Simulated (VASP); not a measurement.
BeAl3, 4 atoms in the cell. Symmetry: I4/mmm, No. 139, tetragonal system. The conventional cell has a = 3.985 Å, b = 3.985 Å, c = 7.904 Å, α = 90.00°, β = 90.00°, γ = 90.00°. Be (site symmetry 4/mmm) has 12 Al at 2.81 to 2.82 Å within 3.7 Å. Al (site symmetry -4m2) has 4 Be at 2.81 Å and 8 Al at 2.81 to 2.82 Å within 3.7 Å. Within 3.7 Å of Al (site symmetry 4/mmm) lie 8 Al at 2.81 Å and 4 Be at 2.82 Å. 

| Quantity | Value |
| --- | --- |
| Program | VASP 6.6.1 |
| Task | single point |
| Functional | PBE |
| Potentials or basis | VASP PAW PBE potentials, release 64 (Be, Al) |
| Cutoff | 520 eV |
| k mesh | 8 × 8 × 8 |
| Occupations | methfessel-paxton, width 0.1 eV |
| Spin | no spin polarisation |
| Dipole correction | no |
| Further INCAR settings | ALGO = Normal; EDIFF = 1e-06; NBANDS = 14 |

Potentials or basis: VASP PAW PBE potentials, release 64 (Be, Al).

Launch:

```bash
$ cat potpaw_PBE.64/Be/POTCAR potpaw_PBE.64/Al/POTCAR > POTCAR
$ mpirun -np 1 vasp_std > vasp.out
```

Hardware: 1 thread of Intel(R) Xeon(R) Platinum 8488C (Sapphire Rapids), with other jobs on the host.

Estimate the wall time of this run.

It took 34 s on 1 thread of Intel(R) Xeon(R) Platinum 8488C (Sapphire Rapids), on a shared host, peak memory 0.22 GiB. Counts: scf iterations 10, k points 59.
